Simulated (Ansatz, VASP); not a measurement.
This is a calculation of GaGe3 for VASP 6.6.1.

File INCAR:

```
PREC = Accurate ; ENCUT = 520
EDIFF = 1E-6 ; ISMEAR = -1
SIGMA = 0.05 ; LREAL = False
LASPH = True ; NELM = 100
ALGO = Normal ; ISIF = 2
LWAVE = False ; LCHARG = False
NBANDS = 36
```

The input KPOINTS:

```
Automatic mesh
0
Gamma
  6 6 6
```

File POSCAR:

```
GaGe3
1.0
    4.3347680618      0.0000000000      0.0000000000
    0.0000000000      4.3347680618      0.0000000000
    0.0000000000      0.0000000000      4.3347680618
Ge Ga
3 1
Direct
    0.5000000000      0.5000000000      0.0000000000
    0.5000000000      0.0000000000      0.5000000000
    0.0000000000      0.5000000000      0.5000000000
    0.0000000000      0.0000000000      0.0000000000
```

Potentials or basis: VASP PAW LDA potentials, release 64 (Ge_d, Ga_d).

Run with:

```bash
$ cat potpaw_LDA.64/Ge_d/POTCAR potpaw_LDA.64/Ga_d/POTCAR > POTCAR
$ mpirun -np 1 vasp_std > vasp.out
```

Q: Set up the same calculation for Ansatz 0.2.0. Potentials there: all-electron LAPW, scalar-relativistic.

A: As run (the cutoff follows the program's own potentials):

Contents of input.yaml:

```yaml
crystal:
  lattice:
    - [4.3347680618, 0.0, 0.0]
    - [0.0, 4.3347680618, 0.0]
    - [0.0, 0.0, 4.3347680618]
  atoms:
    - { symbol: Ge, position: [0.5, 0.5, 0.0] }
    - { symbol: Ge, position: [0.5, 0.0, 0.5] }
    - { symbol: Ge, position: [0.0, 0.5, 0.5] }
    - { symbol: Ga, position: [0.0, 0.0, 0.0] }
kpoints:
  mp_grid: { grid: [6, 6, 6] }
scf:
  occupations: { method: fermi_dirac, width: 0.05 }
hamiltonian:
  xc: lda
  pseudopotentials: { kind: all_electron, lapw: { basis_error: 0.002 } }
output:
  forces: true
  stress: true
  eigenvalues: true
```

Potentials or basis: all-electron LAPW, scalar-relativistic.

Command:

```sh
$ ansatz run input.yaml --threads 2 --pin off --max-ram 8192MiB --backend cpu --events-out ev --progress --plain --runs-dir out
```

Both were run:

|  | VASP | Ansatz | Ansatz less VASP |
| --- | --- | --- | --- |
| gap on the k mesh at the Fermi level (eV) | none | none | - |
| pressure (GPa) | -6.5 | -6.5 | +0.02 |

LDA's correlation is that of Perdew and Zunger in VASP and of Perdew and Wang (1992) in Ansatz. A gap of «none» marks a metal or a gap that the smearing closes. Ansatz ran all-electron here, and VASP with PAW potentials.
